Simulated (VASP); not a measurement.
# SnH (P4/mmm) in VASP: relaxation of cell and atoms with PBE

Aim: the relaxation of cell and atoms of SnH with PBE.

All numbers are computed with VASP 6.6.1; they aren't measurements. Logs are shortened: lines on timing, memory, paths and dates and some standing lists are left out, and cuts for length are marked.

## Step 1: The cell of the first run

It takes space group P4/mmm (No. 123, tetragonal). The conventional cell has a = 3.004 Å, b = 3.004 Å, c = 3.960 Å, α = 90.00°, β = 90.00°, γ = 90.00°. Sn (site symmetry 4/mmm) has 8 H at 2.90 Å and 4 Sn at 3.00 Å within 3.8 Å. Within 3.8 Å of H (site symmetry 4/mmm) lie 8 Sn at 2.90 Å and 4 H at 3.00 Å.

The cell was generated, and may not be a known phase.

## Step 2: Relaxation of cell and atoms, PBE

Contents of INCAR:

```
PREC = Accurate ; ENCUT = 600
EDIFF = 1E-6 ; ISMEAR = 0
SIGMA = 0.1 ; LREAL = F
LASPH = T ; NELM = 60
ALGO = Normal ; ISIF = 3
LWAVE = F ; LCHARG = F
GGA = PE ; IBRION = 2
NSW = 100 ; EDIFFG = -0.01
```

Contents of KPOINTS:

```
Automatic mesh
0
Gamma
  18 18 14
```

Contents of POSCAR:

```
SnH
1.0
    3.0038556300      0.0000000000      0.0000000000
    0.0000000000      3.0038556300      0.0000000000
    0.0000000000      0.0000000000      3.9596091600
Sn H
1 1
Direct
    0.5000000000      0.5000000000      0.5000000000
    0.0000000000      0.0000000000      0.0000000000
```

Potentials or basis: VASP PAW PBE potentials, release 64 (Sn_d, H).

Run with:

```
$ cat potpaw_PBE.64/Sn_d/POTCAR potpaw_PBE.64/H/POTCAR > POTCAR
$ mpirun -np 1 vasp_std > vasp.out
```

OUTCAR:

```text
PREC = Accurate
   ENCUT = 600
   EDIFF = 1E-6
   ISMEAR = 0
   LREAL = F
   LASPH = T
   NELM = 60
   ISIF = 3
   GGA = PE
   IBRION = 2
   NSW = 100
   EDIFFG = -0.01

 ion  position               nearest neighbor table
   1  0.500  0.500  0.500-
   2  0.000  0.000  0.000-

  LATTYP: Found a simple tetragonal cell.
 ALAT       =     3.0038556300
 C/A-ratio  =     1.3181755876

  Lattice vectors:

 A1 = (   3.0038556300,   0.0000000000,   0.0000000000)
 A2 = (   0.0000000000,   3.0038556300,   0.0000000000)
 A3 = (   0.0000000000,   0.0000000000,   3.9596091600)

Analysis of symmetry for initial positions (statically):
=====================================================================
 Subroutine PRICEL returns:
 Original cell was already a primitive cell.

 Routine SETGRP: Setting up the symmetry group for a
 simple tetragonal supercell.

 Subroutine GETGRP returns: Found 16 space group operations
 (whereof 16 operations were pure point group operations)
 out of a pool of 16 trial point group operations.

The static configuration has the point symmetry D_4h.

Analysis of symmetry for dynamics (positions and initial velocities):
=====================================================================
 Subroutine PRICEL returns:
 Original cell was already a primitive cell.

 Routine SETGRP: Setting up the symmetry group for a
 simple tetragonal supercell.

 Subroutine GETGRP returns: Found 16 space group operations
 (whereof 16 operations were pure point group operations)
 out of a pool of 16 trial point group operations.

The dynamic configuration has the point symmetry D_4h.

 Subroutine INISYM returns: Found 16 space group operations
 (whereof 16 operations are pure point group operations),
 and found     1 'primitive' translations

----------------------------------------------------------------------------------------

                                     Primitive cell

  volume of cell :      35.7281

  direct lattice vectors                    reciprocal lattice vectors
     3.003855630  0.000000000  0.000000000     0.332905480  0.000000000  0.000000000
     0.000000000  3.003855630  0.000000000     0.000000000  0.332905480  0.000000000
     0.000000000  0.000000000  3.959609160     0.000000000  0.000000000  0.252550178

  length of vectors
     3.003855630  3.003855630  3.959609160     0.332905480  0.332905480  0.252550178

  position of ions in fractional coordinates (direct lattice)
     0.500000000  0.500000000  0.500000000
     0.000000000  0.000000000  0.000000000

  ion indices of the primitive-cell ions
   primitive index   ion index
                 1           1
                 2           2

----------------------------------------------------------------------------------------

 KPOINTS: Automatic mesh

Automatic generation of k-mesh.
 Grid dimensions read from file:
 generate k-points for:   18   18   14

 Generating k-lattice:

  Cartesian coordinates                     Fractional coordinates (reciprocal lattice)
     0.018494749  0.000000000  0.000000000     0.055555556  0.000000000  0.000000000
     0.000000000  0.018494749  0.000000000     0.000000000  0.055555556  0.000000000
     0.000000000  0.000000000  0.018039298     0.000000000  0.000000000  0.071428571

  Length of vectors
     0.018494749  0.018494749  0.018039298

  Shift w.r.t. Gamma in fractional coordinates (k-lattice)
     0.000000000  0.000000000  0.000000000

 Subroutine IBZKPT returns following result:
 ===========================================

 Found    440 irreducible k-points:

 Following reciprocal coordinates:
            Coordinates               Weight
  0.000000  0.000000  0.000000      1.000000
  0.055556  0.000000  0.000000      4.000000
  0.111111  0.000000  0.000000      4.000000
  0.166667  0.000000  0.000000      4.000000
  0.222222  0.000000  0.000000      4.000000
  0.277778  0.000000  0.000000      4.000000
[... 16 lines left out ...]
  0.277778  0.111111  0.000000      8.000000
  0.333333  0.111111  0.000000      8.000000
 [... further k-points ...]
   k-points           NKPTS =    440   k-points in BZ     NKDIM =    440   number of bands    NBANDS=     11
   number of dos      NEDOS =    301   number of ions     NIONS =      2
   total plane-waves  NPLWV =  18432
   dimension x,y,z NGX =    24 NGY =   24 NGZ =   32
   dimension x,y,z NGXF=    48 NGYF=   48 NGZF=   64
   ions per type =               1   1
   NGX,Y,Z   is equivalent  to a cutoff of  13.28, 13.28, 13.44 a.u.
   NGXF,Y,Z  is equivalent  to a cutoff of  26.57, 26.57, 26.87 a.u.
 SYSTEM =  unknown system
   PREC   = accura    normal or accurate (medium, high low for compatibility)
   ISTART =      0    job   : 0-new  1-cont  2-samecut
   ICHARG =      2    charge: 1-file 2-atom 10-const
   ISPIN  =      1    spin polarized calculation?
   LNONCOLLINEAR =      F non collinear calculations
   LSORBIT =      F    spin-orbit coupling
   LASPH  =      T    aspherical Exc in radial PAW
   ENCUT  =  600.0 eV  44.10 Ry    6.64 a.u.   6.00  6.00  7.91*2*pi/ulx,y,z
   NELM   =     60;   NELMIN=  2; NELMDL= -5     # of ELM steps
   EDIFF  = 0.1E-05   stopping-criterion for ELM
   LREAL  =      F    real-space projection
   EDIFFG = -.1E-01   stopping-criterion for IOM
   NSW    =    100    number of steps for IOM
   IBRION =      2    ionic relax: 0-MD 1-quasi-New 2-CG
   NFREE  =      1    steps in history (QN), initial steepest desc. (CG)
   ISIF   =      3    stress and relaxation
   ISYM   =      2    0-nonsym 1-usesym 2-fastsym
   POTIM  = 0.5000    time-step for ionic-motion
   TEBEG  =    0.0;   TEEND  =   0.0 temperature during run
   PSTRESS=    0.0 pullay stress
   NELECT =      15.0000    total number of electrons
   NUPDOWN=      -1.0000    fix difference up-down
   EMIN   =  10.00;   EMAX   =-10.00  energy-range for DOS
   EFERMI =   0.00;   METHOD = LEGACY
   ISMEAR =     0;   SIGMA  =   0.10  broadening in eV -4-tet -1-fermi 0-gaus
   EFERMI_NEDOS =   21; number of points for ismear=-14 and -15
   IALGO  =     38    algorithm
   IMIX   =      4    mixing-type and parameters
     AMIX     =   0.40;   BMIX     =  1.00
     AMIX_MAG =   1.60;   BMIX_MAG =  1.00
  volume/ion in A,a.u.               =      17.86       120.55
  Fermi-wavevector in a.u.,A,eV,Ry     =   1.225844  2.316509 20.445377  1.502693
  Thomas-Fermi vector in A             =   2.360867
   LORBIT       =      0    0 simple, 1 ext, 2 COOP (PROOUT), +10 PAW based schemes
   GGA     = PE    functional components
   LHFCALC =     F    Hartree Fock is set to
   AEXX    =    0.0000 exact exchange contribution
   IVDW    =     0    specifies the selected vdW correction
   LEPSILON=     F    determine dielectric tensor
   LRPA    =     F    only Hartree local field effects (RPA)
 conjugate gradient relaxation of ions
 non-spin polarized calculation
 Gauss-broadening in eV      SIGMA  =   0.10
  energy-cutoff  :      600.00
  volume of cell :       35.73
 maximum number of plane-waves:      1216
 NGX is ok and might be reduce to    24
   NGX = 11   NGY = 11   NGZ = 15

--------------------------------------- Ionic step        1  -------------------------------------------

 number of electron      15.0000000 magnetization

 Free energy of the ion-electron system (eV)
  ---------------------------------------------------
  ext. energy  EPLUGINS =         0.00000000
  ---------------------------------------------------
  free energy    TOTEN  =        -5.70464088 eV

  energy without entropy =       -5.70106768  energy(sigma->0) =       -5.70285428

------------------------ aborting loop because EDIFF is reached ----------------------------------------

  FORCE on cell =-STRESS in cart. coord.  units (eV):
  Direction    XX          YY          ZZ          XY          YZ          ZX
  --------------------------------------------------------------------------------------
  -------------------------------------------------------------------------------------
  Total        0.1454899      0.1454899     -1.9798767      0.0000000      0.0000000     -0.0000000
  in kB        6.5242857      6.5242857    -88.7847331      0.0000000      0.0000000     -0.0000000
  external PRESSURE =     -25.2453872 kB  Pullay stress =       0.0000000 kB
[... 21 lines left out ...]
  energy  without entropy=       -5.7010676843  energy(sigma->0) =       -5.70285428

--------------------------------------- Ionic step        2  -------------------------------------------

 number of electron      15.0000007 magnetization

 E-fermi :   5.9508     XC(G=0):  -9.8395

 val. band max:        5.9492531988   @ k =   0.4444   0.3333   0.2143
 cond. band min:       5.9516958483   @ k =   0.3889   0.2778   0.2143
 fundamental gap:      0.0024426494
 Fermi energy:         5.9508201538

 k-point     1 :       0.0000    0.0000    0.0000
  band No.  band energies     occupation
      1     -15.9421      2.00000
      2     -15.8512      2.00000
      3     -15.6079      2.00000
      4     -15.6079      2.00000
      5     -15.4967      2.00000
      6      -4.7634      2.00000
      7       5.7173      1.99904
      8       6.6902      0.00000
      9      12.0518      0.00000
     10      12.0518      0.00000
     11      13.8125      0.00000
[... 387 lines left out ...]
  FREE ENERGIE OF THE ION-ELECTRON SYSTEM (eV)
  ---------------------------------------------------
  free  energy   TOTEN  =        -5.8875366392 eV

  energy  without entropy=       -5.8834968667  energy(sigma->0) =       -5.88551675

[... ionic steps 4 to 7 ...]

--------------------------------------- Ionic step        8  -------------------------------------------

 number of electron      14.9999991 magnetization

------------------------ aborting loop because EDIFF is reached ----------------------------------------

  FORCE on cell =-STRESS in cart. coord.  units (eV):
  Direction    XX          YY          ZZ          XY          YZ          ZX
  --------------------------------------------------------------------------------------
  -------------------------------------------------------------------------------------
  Total        0.0381583      0.0381583      0.1275313      0.0000000     -0.0000000      0.0000000
  in kB        2.0013790      2.0013790      6.6889353      0.0000000     -0.0000000      0.0000000
  external PRESSURE =       3.5638977 kB  Pullay stress =       0.0000000 kB
[... 57 lines left out ...]
  energy  without entropy=       -5.9496069317  energy(sigma->0) =       -5.95156584

--------------------------------------- Ionic step       10  -------------------------------------------

 number of electron      14.9999991 magnetization

 Free energy of the ion-electron system (eV)
  ---------------------------------------------------
  ext. energy  EPLUGINS =         0.00000000
  ---------------------------------------------------
  free energy    TOTEN  =        -5.95388006 eV

  energy without entropy =       -5.94998967  energy(sigma->0) =       -5.95193487

 E-fermi :   7.1182     XC(G=0): -10.3725

 val. band max:        7.1163594107   @ k =   0.5000   0.4444   0.4286
 cond. band min:       7.1198275054   @ k =   0.3333   0.3333   0.5000
 fundamental gap:      0.0034680947
 Fermi energy:         7.1181929056

 k-point     1 :       0.0000    0.0000    0.0000
  band No.  band energies     occupation
      1     -14.6405      2.00000
      2     -14.6395      2.00000
      3     -14.3126      2.00000
      4     -14.3126      2.00000
      5     -14.3098      2.00000
      6      -4.1969      2.00000
      7       8.4079      0.00000
      8      11.5423      0.00000
      9      11.5932      0.00000
     10      11.5932      0.00000
     11      15.1022      0.00000
[... 351 lines left out ...]
  FREE ENERGIE OF THE ION-ELECTRON SYSTEM (eV)
  ---------------------------------------------------
  free  energy   TOTEN  =        -5.9538800647 eV

  energy  without entropy=       -5.9499896722  energy(sigma->0) =       -5.95193487

 reached required accuracy - stopping structural energy minimisation
```

Run time: 6 min. Hardware: 1 thread of Intel Xeon Platinum 8488C (Sapphire Rapids), shared host; peak memory 0.36 GiB.

Results:

- Free energy: -5.9539 eV
- Relaxed volume: 15.36 Å³/atom
- Relaxed cell: a = 3.130 Å, b = 3.130 Å, c = 3.135 Å, α = 90.00°, β = 90.00°, γ = 90.00°
- Space group after relaxing (to 0.1 Å): Pm-3m (No. 221)
- Energy gained by relaxing: 124.6 meV/atom
- Ionic steps: 10
- Pressure after relaxing: 0.0 GPa
- Band gap on the k mesh: zero (an odd number of electrons rules out a gap without spin polarisation)

Step by step:
```
step  energy change (eV)  largest force (eV/Å)  pressure (GPa)  volume (Å³)
   1              0.0000                0.0000           -2.52        35.73
   2             -0.0874                0.0000           -2.02        34.26
   3             -0.1829                0.0000           -0.72        32.12
   4             -0.1808                0.0000            7.15        27.69
   5             -0.2254                0.0000            0.92        30.48
   6             -0.2323                0.0000            2.77        29.39
   7             -0.2488                0.0000            0.21        30.62
   8             -0.2489                0.0000            0.36        30.55
   9             -0.2489                0.0000            0.27        30.57
  10             -0.2492                0.0000            0.04        30.72
```

Final structure:
```
Sn H
1.0
     3.13007    0.00000    0.00000
     0.00000    3.13007    0.00000
     0.00000    0.00000    3.13541
Sn H
1 1
Cartesian
  1.5650 1.5650 1.5677
  3.1301 0.0000 0.0000
```

Levels at points of the mesh, in eV from the Fermi level:
```csv
k point,band 3,band 4,band 5,band 6,band 7,band 8,band 9,band 10,band 11
"(0.00, 0.00, 0.00)",-21.43,-21.43,-21.43,-11.32,1.29,4.42,4.48,4.48,7.98
"(0.50, 0.00, 0.00)",-21.51,-21.50,-21.42,-7.91,-6.51,3.96,7.06,7.11,10.83
"(0.50, 0.50, 0.00)",-21.50,-21.50,-21.33,-4.87,-2.83,-2.50,-2.50,9.63,11.37
"(0.00, 0.00, 0.50)",-21.51,-21.50,-21.42,-7.94,-6.51,3.98,7.10,7.10,10.84
"(0.50, 0.00, 0.50)",-21.50,-21.50,-21.34,-4.89,-2.84,-2.51,-2.50,9.67,11.40
"(0.50, 0.50, 0.50)",-21.61,-21.33,-21.33,-1.56,-1.52,-0.13,-0.13,-0.11,4.72
```

Caveat: a cell axis changed by over 15 % at a fixed basis, so the end point is rough; spin-orbit coupling is left out, which moves the levels of the heavy elements.
